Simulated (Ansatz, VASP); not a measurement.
ZnS: VASP beside Ansatz

```
Zn S
1.0
     1.92311    1.11031    9.44924
    -1.92311    1.11031    9.44924
     0.00000   -2.22061    9.44924
Zn S
3 3
Direct
  0.00003 0.00003 0.00003
  0.77775 0.77775 0.77775
  0.55547 0.55547 0.55547
  0.91670 0.91670 0.91670
  0.47215 0.47215 0.47215
  0.69457 0.69457 0.69457
```

Alike in both runs: task single point; functional PBE; k mesh 12 × 12 × 12; occupations gaussian, width 0.02 eV; no spin polarisation.

```csv
,VASP,Ansatz
version,VASP 6.6.1,Ansatz 0.2.0
potentials or method,"VASP PAW PBE potentials, release 64 (Zn, S), cutoff 520 eV","scalar-relativistic, plane waves, PAW"
valence electrons in the cell,54,54
```

```tsv
	VASP	Ansatz	Ansatz less VASP
gap on the k mesh at the Fermi level (eV)	2.06	2.06	-0.004
least direct gap on the mesh (eV)	2.06	2.06	-0.004
pressure (GPa)	0.1	0.0	-0.15
```
